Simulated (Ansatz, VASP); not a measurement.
# One calculation of C, two programs

```xyz
4
Lattice="1.2295 -2.1291 0.0000 1.2295 2.1291 0.0000 0.0000 0.0000 7.4512" Properties=species:S:1:pos:R:3 pbc="T T T"
C     1.2295    1.7743    5.5885
C     1.2295   -0.3548    1.8627
C     1.2295   -1.7743    1.8627
C     1.2295    0.3548    5.5885
```

Alike in both runs: functional PBEsol; k mesh 10 × 10 × 3; occupations fermi-dirac, width 0.1 eV; no spin polarisation.

Ansatz relaxed the structure, and its values are those at the end. VASP's run is a single point on that final structure, the one shown.

```csv
,VASP,Ansatz
version,VASP 6.6.1,Ansatz 0.2.0
potentials or method,"VASP PAW PBE potentials, release 64 (C), cutoff 520 eV","plane waves, PAW"
valence electrons in the cell,16,16
```

```tsv
	VASP	Ansatz	Ansatz less VASP
pressure (GPa)	0.6	0.0	-0.60
```

VASP's potentials were made for PBE, not for PBEsol. With one functional, cell and mesh, what is left measures potentials, basis and numerics.
